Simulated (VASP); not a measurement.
# BaTiO3 in VASP: notebook, part 2 of 2

VASP 6.6.1. Earlier steps stand in the parts before.

## Step 4: Single point, PBEsol

INCAR reads:

```
  PREC = Accurate
  ENCUT = 520
  EDIFF = 1E-7
  ISMEAR = 0
  SIGMA = 0.02
  LREAL = False
  LASPH = True
  NELM = 100
  ALGO = Normal
  ISIF = 2
  LWAVE = False
  LCHARG = False
  GGA = PS
  NBANDS = 28
```

KPOINTS reads:

```
regular mesh
0
Gamma
  8 8 8
```

POSCAR reads:

```
BaTiO3
1.0
    3.9698693310      0.0000000000      0.0000000000
    0.0000000000      3.9698693310      0.0000000000
    0.0000000000      0.0000000000      3.9698693310
Ba Ti O
1 1 3
Direct
    0.5000000000      0.5000000000      0.5000000000
    0.0000000000      0.0000000000      0.0000000000
    0.5000000000      0.0000000000      0.0000000000
    0.0000000000      0.5000000000      0.0000000000
    0.0000000000      0.0000000000      0.5000000000
```

Potentials or basis: VASP PAW PBE potentials, release 64 (Ba_sv, Ti_sv, O).

The run is started by

```
$ cat potpaw_PBE.64/Ba_sv/POTCAR potpaw_PBE.64/Ti_sv/POTCAR potpaw_PBE.64/O/POTCAR > POTCAR
$ mpirun -np 1 vasp_std > vasp.out
```

OUTCAR:

```text
PREC = Accurate
   ENCUT = 520
   EDIFF = 1E-7
   ISMEAR = 0
   LREAL = False
   LASPH = True
   NELM = 100
   ISIF = 2
   GGA = PS

 ion  position               nearest neighbor table
   1  0.500  0.500  0.500-   3 2.81   4 2.81   5 2.81   3 2.81   4 2.81   3 2.81   5 2.81   3 2.81
                             4 2.81   5 2.81   4 2.81   5 2.81   2 3.44   2 3.44   2 3.44   2 3.44
   2  0.000  0.000  0.000-   3 1.98   4 1.98   5 1.98   5 1.98   4 1.98   3 1.98   1 3.44   1 3.44
                             1 3.44   1 3.44   1 3.44   1 3.44   1 3.44   1 3.44
   3  0.500  0.000  0.000-   2 1.98   2 1.98   1 2.81   1 2.81   1 2.81   1 2.81
   4  0.000  0.500  0.000-   2 1.98   2 1.98   1 2.81   1 2.81   1 2.81   1 2.81
   5  0.000  0.000  0.500-   2 1.98   2 1.98   1 2.81   1 2.81   1 2.81   1 2.81

  LATTYP: Found a simple cubic cell.
 ALAT       =     3.9698693310

  Lattice vectors:

 A1 = (   3.9698693310,   0.0000000000,   0.0000000000)
 A2 = (   0.0000000000,   3.9698693310,   0.0000000000)
 A3 = (   0.0000000000,   0.0000000000,   3.9698693310)

Analysis of symmetry for initial positions (statically):
=====================================================================
 Subroutine PRICEL returns:
 Original cell was already a primitive cell.

 Routine SETGRP: Setting up the symmetry group for a
 simple cubic supercell.

 Subroutine GETGRP returns: Found 48 space group operations
 (whereof 48 operations were pure point group operations)
 out of a pool of 48 trial point group operations.

The static configuration has the point symmetry O_h .

Analysis of symmetry for dynamics (positions and initial velocities):
=====================================================================
 Subroutine PRICEL returns:
 Original cell was already a primitive cell.

 Routine SETGRP: Setting up the symmetry group for a
 simple cubic supercell.

 Subroutine GETGRP returns: Found 48 space group operations
 (whereof 48 operations were pure point group operations)
 out of a pool of 48 trial point group operations.

The dynamic configuration has the point symmetry O_h .

 Subroutine INISYM returns: Found 48 space group operations
 (whereof 48 operations are pure point group operations),
 and found     1 'primitive' translations

----------------------------------------------------------------------------------------

                                     Primitive cell

  volume of cell :      62.5646

  direct lattice vectors                    reciprocal lattice vectors
     3.969869331  0.000000000  0.000000000     0.251897460  0.000000000  0.000000000
     0.000000000  3.969869331  0.000000000     0.000000000  0.251897460  0.000000000
     0.000000000  0.000000000  3.969869331     0.000000000  0.000000000  0.251897460

  length of vectors
     3.969869331  3.969869331  3.969869331     0.251897460  0.251897460  0.251897460

  position of ions in fractional coordinates (direct lattice)
     0.500000000  0.500000000  0.500000000
     0.000000000  0.000000000  0.000000000
     0.500000000  0.000000000  0.000000000
     0.000000000  0.500000000  0.000000000
     0.000000000  0.000000000  0.500000000

  ion indices of the primitive-cell ions
   primitive index   ion index
                 1           1
                 2           2
                 3           3
[... 23 lines left out ...]

 Subroutine IBZKPT returns following result:
 ===========================================

 Found     35 irreducible k-points:

 Following reciprocal coordinates:
            Coordinates               Weight
  0.000000  0.000000  0.000000      1.000000
  0.125000  0.000000  0.000000      6.000000
  0.250000  0.000000  0.000000      6.000000
  0.375000  0.000000  0.000000      6.000000
  0.500000  0.000000  0.000000      3.000000
  0.125000  0.125000  0.000000     12.000000
[... 16 lines left out ...]
  0.375000  0.375000  0.125000     24.000000
  0.500000  0.375000  0.125000     24.000000
 [... further k-points ...]
   k-points           NKPTS =     35   k-points in BZ     NKDIM =     35   number of bands    NBANDS=     28
   number of dos      NEDOS =    301   number of ions     NIONS =      5
   total plane-waves  NPLWV =  27000
   dimension x,y,z NGX =    30 NGY =   30 NGZ =   30
   dimension x,y,z NGXF=    60 NGYF=   60 NGZF=   60
   ions per type =               1   1   3
   NGX,Y,Z   is equivalent  to a cutoff of  12.56, 12.56, 12.56 a.u.
   NGXF,Y,Z  is equivalent  to a cutoff of  25.13, 25.13, 25.13 a.u.
 SYSTEM =  unknown system
   PREC   = accura    normal or accurate (medium, high low for compatibility)
   ISTART =      0    job   : 0-new  1-cont  2-samecut
   ICHARG =      2    charge: 1-file 2-atom 10-const
   ISPIN  =      1    spin polarized calculation?
   LNONCOLLINEAR =      F non collinear calculations
   LSORBIT =      F    spin-orbit coupling
   LASPH  =      T    aspherical Exc in radial PAW
   ENCUT  =  520.0 eV  38.22 Ry    6.18 a.u.   7.38  7.38  7.38*2*pi/ulx,y,z
   NELM   =    100;   NELMIN=  2; NELMDL= -5     # of ELM steps
   EDIFF  = 0.1E-06   stopping-criterion for ELM
   LREAL  =      F    real-space projection
   EDIFFG = 0.1E-05   stopping-criterion for IOM
   NSW    =      0    number of steps for IOM
   IBRION =     -1    ionic relax: 0-MD 1-quasi-New 2-CG
   NFREE  =      0    steps in history (QN), initial steepest desc. (CG)
   ISIF   =      2    stress and relaxation
   ISYM   =      2    0-nonsym 1-usesym 2-fastsym
   POTIM  = 0.5000    time-step for ionic-motion
   TEBEG  =    0.0;   TEEND  =   0.0 temperature during run
   PSTRESS=    0.0 pullay stress
   NELECT =      40.0000    total number of electrons
   NUPDOWN=      -1.0000    fix difference up-down
   EMIN   =  10.00;   EMAX   =-10.00  energy-range for DOS
   EFERMI =   0.00;   METHOD = LEGACY
   ISMEAR =     0;   SIGMA  =   0.02  broadening in eV -4-tet -1-fermi 0-gaus
   EFERMI_NEDOS =   21; number of points for ismear=-14 and -15
   IALGO  =     38    algorithm
   IMIX   =      4    mixing-type and parameters
     AMIX     =   0.40;   BMIX     =  1.00
     AMIX_MAG =   1.60;   BMIX_MAG =  1.00
  volume/ion in A,a.u.               =      12.51        84.44
  Fermi-wavevector in a.u.,A,eV,Ry     =   1.410323  2.665124 27.062141  1.989011
  Thomas-Fermi vector in A             =   2.532289
   LORBIT       =      0    0 simple, 1 ext, 2 COOP (PROOUT), +10 PAW based schemes
   GGA     = PS    functional components
   LHFCALC =     F    Hartree Fock is set to
   AEXX    =    0.0000 exact exchange contribution
   IVDW    =     0    specifies the selected vdW correction
   LEPSILON=     F    determine dielectric tensor
   LRPA    =     F    only Hartree local field effects (RPA)
 non-spin polarized calculation
 Gauss-broadening in eV      SIGMA  =   0.02
  energy-cutoff  :      520.00
  volume of cell :       62.56
 maximum number of plane-waves:      1743
 NGX is ok and might be reduce to    30
   NGX = 15   NGY = 15   NGZ = 15

 number of electron      39.9999978 magnetization

 Free energy of the ion-electron system (eV)
  ---------------------------------------------------
  ext. energy  EPLUGINS =         0.00000000
  ---------------------------------------------------
  free energy    TOTEN  =       -41.97685199 eV

  energy without entropy =      -41.97685199  energy(sigma->0) =      -41.97685199

 E-fermi :   3.9889     XC(G=0): -11.6478

 val. band max:        3.8827880370   @ k =   0.5000   0.5000   0.5000
 cond. band min:       5.6278202128   @ k =   0.0000   0.0000   0.0000
 fundamental gap:      1.7450321758
 Fermi energy:         3.9888649763

 k-point     1 :       0.0000    0.0000    0.0000
  band No.  band energies     occupation
      1     -52.3833      2.00000
      2     -28.7217      2.00000
      3     -28.7217      2.00000
      4     -28.7217      2.00000
      5     -20.8234      2.00000
      6     -12.9878      2.00000
[... 733 lines left out ...]
     27      12.1466      0.00000
     28      13.0069      0.00000

 [... further k-points ...]
[... 5 lines left out ...]
  --------------------------------------------------------------------------------------
  -------------------------------------------------------------------------------------
  Total        0.7833709      0.7833709      0.7833709     -0.0000000     -0.0000000      0.0000000
  in kB       20.0608530     20.0608530     20.0608530     -0.0000000     -0.0000000      0.0000000
  external PRESSURE =      20.0608530 kB  Pullay stress =       0.0000000 kB

 VOLUME and BASIS-vectors are now :
 -----------------------------------------------------------------------------
  energy-cutoff  :      520.00
  volume of cell :       62.56
      direct lattice vectors                 reciprocal lattice vectors
     3.969869331  0.000000000  0.000000000     0.251897460  0.000000000  0.000000000
     0.000000000  3.969869331  0.000000000     0.000000000  0.251897460  0.000000000
     0.000000000  0.000000000  3.969869331     0.000000000  0.000000000  0.251897460

 POSITION                                       TOTAL-FORCE (eV/Angst)
 -----------------------------------------------------------------------------------
      1.98493      1.98493      1.98493         0.000000      0.000000      0.000000
      0.00000      0.00000      0.00000         0.000000      0.000000      0.000000
      1.98493      0.00000      0.00000         0.000000      0.000000      0.000000
      0.00000      1.98493      0.00000         0.000000      0.000000      0.000000
      0.00000      0.00000      1.98493         0.000000      0.000000      0.000000
 -----------------------------------------------------------------------------------
    total drift:                                0.000000     -0.000000      0.000000

  FREE ENERGIE OF THE ION-ELECTRON SYSTEM (eV)
  ---------------------------------------------------
  free  energy   TOTEN  =       -41.9768519888 eV

  energy  without entropy=      -41.9768519888  energy(sigma->0) =      -41.97685199
```

stdout:

```text
POSCAR found type information on POSCAR BaTiO
 POSCAR found :  3 types and       5 ions
 scaLAPACK will be used
 -----------------------------------------------------------------------------
|                                                                             |
|                                                                             |
|     You enforced a specific xc type in the INCAR file but a different       |
|     I HOPE YOU KNOW WHAT YOU ARE DOING!                                     |
|                                                                             |
 -----------------------------------------------------------------------------

 LDA part: xc-table for (Slater+PW92), standard interpolation
 POSCAR, INCAR and KPOINTS ok, starting setup
 FFT: planning ... GRIDC
 FFT: planning ... GRID_SOFT
 FFT: planning ... GRID
 WAVECAR not read
 entering main loop
```

Run time: 42 s. Hardware: 1 thread of Intel Xeon Platinum 8488C (Sapphire Rapids), shared host; peak memory 0.21 GiB.

Results:

```yaml
Free_energy: -41.9769 eV
Pressure: 2.0 GPa
Band_gap_on_the_k_mesh: 1.75 eV, indirect (least direct gap 1.87 eV)
```

Caveat: the PAW data sets were made with another functional, which shifts forces and pressure a little; spin-orbit coupling is left out, which moves the levels of the heavy elements.

## Step 5: Single point, PBEsol (biaxial strain in the a-b plane: +1.0 %, then relaxed in part)

INCAR reads:

```
SYSTEM = BaTiO3
  PREC = Accurate
  ENCUT = 520
  EDIFF = 1E-6
  ISMEAR = 0
  SIGMA = 0.02
  LREAL = .False.
  LASPH = .True.
  NELM = 100
  ALGO = Normal
  ISIF = 2
  LWAVE = .False.
  LCHARG = .False.
  GGA = PS
  NBANDS = 28
```

KPOINTS reads:

```
regular mesh
0
Gamma
  8 8 8
  0 0 0
```

Edit POSCAR of step 4 so:

```diff
@@ -2,5 +2,5 @@
 1.0
-    3.9698693310      0.0000000000      0.0000000000
-    0.0000000000      3.9698693310      0.0000000000
-    0.0000000000      0.0000000000      3.9698693310
+    4.0095680243      0.0000000000      0.0000000000
+    0.0000000000      4.0095680243      0.0000000000
+    0.0000000000      0.0000000000      3.9431684957
 Ba Ti O
```

The run is started by

```
$ cat potpaw_PBE.64/Ba_sv/POTCAR potpaw_PBE.64/Ti_sv/POTCAR potpaw_PBE.64/O/POTCAR > POTCAR
$ mpirun -np 1 vasp_std > vasp.out
```

Run time: 77 s. Hardware: 1 thread of Intel Xeon Platinum 8488C (Sapphire Rapids), shared host; peak memory 0.26 GiB.

It converged, with:

```
Free energy            : -41.9743 eV
Pressure               : -0.3 GPa
Band gap on the k mesh : 1.69 eV, indirect (least direct gap 1.82 eV)
```

Stress tensor (GPa, compression positive):
```
-1.46  0.00  0.00
 0.00 -1.46  0.00
 0.00  0.00  1.98
```

Levels at points of the mesh, in eV from the valence-band top:
```csv
k point,band 16,band 17,band 18,band 19,band 20,band 21,band 22,band 23,band 24,band 25
"(0.00, 0.00, 0.00)",-1.16,-1.10,-0.15,-0.15,-0.13,1.69,1.72,1.72,3.94,4.06
"(0.50, 0.00, 0.00)",-2.00,-1.82,-1.82,-0.74,-0.72,1.88,3.48,3.49,4.04,6.03
"(0.50, 0.50, 0.00)",-2.72,-1.75,-0.98,-0.98,-0.14,3.49,3.49,3.89,4.98,7.70
"(0.00, 0.00, 0.50)",-2.01,-2.01,-1.99,-0.75,-0.75,1.87,3.63,3.63,3.95,6.10
"(0.50, 0.00, 0.50)",-2.79,-1.75,-0.84,-0.84,-0.09,3.49,3.64,3.99,4.81,7.81
"(0.50, 0.50, 0.50)",-2.49,-2.32,-0.04,0.00,0.00,4.18,4.26,4.26,6.61,6.69
```

Caveat: the cell differs from its parent crystal (biaxial strain in the a-b plane: +1.0 %, then relaxed in part); the PAW data sets were made with another functional, which shifts forces and pressure a little; spin-orbit coupling is left out, which moves the levels of the heavy elements. A k mesh can miss the band edges.

## Step 6: Single point, PBEsol (biaxial strain in the a-b plane: +1.0 %)

INCAR reads:

```
SYSTEM = BaTiO3
PREC = Accurate ; ENCUT = 520
EDIFF = 1E-6 ; ISMEAR = 0
SIGMA = 0.02 ; LREAL = .FALSE.
LASPH = .TRUE. ; NELM = 100
ALGO = Normal ; ISIF = 2
LWAVE = .FALSE. ; LCHARG = .FALSE.
GGA = PS ; NBANDS = 28
```

KPOINTS reads:

```
Automatic mesh
0
G
  8 8 8
  0 0 0
```

Edit POSCAR of step 5 so:

```diff
@@ -4,3 +4,3 @@
     0.0000000000      4.0095680243      0.0000000000
-    0.0000000000      0.0000000000      3.9431684957
+    0.0000000000      0.0000000000      3.9460501150
 Ba Ti O
```

Potentials or basis: VASP PAW PBE potentials, release 64 (Ba_sv, Ti_sv, O).

The run is started by

```
$ cat potpaw_PBE.64/Ba_sv/POTCAR potpaw_PBE.64/Ti_sv/POTCAR potpaw_PBE.64/O/POTCAR > POTCAR
$ mpirun -np 1 vasp_std > vasp.out
```

It took 75 s on 1 thread of Intel Xeon Platinum 8488C (Sapphire Rapids), shared host; peak memory 0.26 GiB.

Results (log left out):

```yaml
Free_energy: -41.9749 eV
Pressure: -0.4 GPa
Band_gap_on_the_k_mesh: 1.69 eV, indirect (least direct gap 1.82 eV)
```

Stress tensor (GPa, compression positive):
```
-1.53  0.00  0.00
 0.00 -1.53  0.00
 0.00  0.00  1.75
```

Levels at points of the mesh, in eV from the valence-band top:
```csv
k point,band 18,band 19,band 20,band 21,band 22,band 23
"(0.00, 0.00, 0.00)",-0.15,-0.15,-0.13,1.69,1.72,1.72
"(0.50, 0.00, 0.00)",-1.82,-0.74,-0.72,1.88,3.48,3.49
"(0.50, 0.50, 0.00)",-0.98,-0.98,-0.14,3.49,3.49,3.89
"(0.00, 0.00, 0.50)",-1.99,-0.75,-0.75,1.87,3.62,3.62
"(0.50, 0.00, 0.50)",-0.84,-0.84,-0.09,3.49,3.63,3.99
"(0.50, 0.50, 0.50)",-0.04,0.00,0.00,4.17,4.25,4.25
```

Caveat: the cell differs from its parent crystal (biaxial strain in the a-b plane: +1.0 %); the PAW data sets were made with another functional, which shifts forces and pressure a little; spin-orbit coupling is left out, which moves the levels of the heavy elements.

## Step 7: Overview

| task | cell | cutoff (eV) | gap on the mesh (eV) | pressure (GPa) |
| --- | --- | --- | --- | --- |
| single point | a = 3.970 Å, 5 atoms | 520 | 1.75 | 2.0 |
| relaxation of cell and atoms | relaxed from a = 4.008 Å, 5 atoms | 600 | 1.73 | 0.0 |
| single point | a = 4.010, b = 4.010, c = 3.943 Å, 5 atoms | 520 | 1.69 | -0.3 |
| single point | a = 4.010, b = 4.010, c = 3.946 Å, 5 atoms | 520 | 1.69 | -0.4 |

Alike in all rows: level PBEsol; potentials or basis VASP PAW PBE potentials, release 64 (Ba_sv, Ti_sv, O); no spin polarisation; k mesh 8 × 8 × 8; smearing gaussian 0.02 eV.

Caveats: the PAW data sets were made with another functional, which shifts forces and pressure a little; spin-orbit coupling is left out, which moves the levels of the heavy elements.

Total energies depend on the potentials used, so only differences within one code and one set of settings carry meaning.
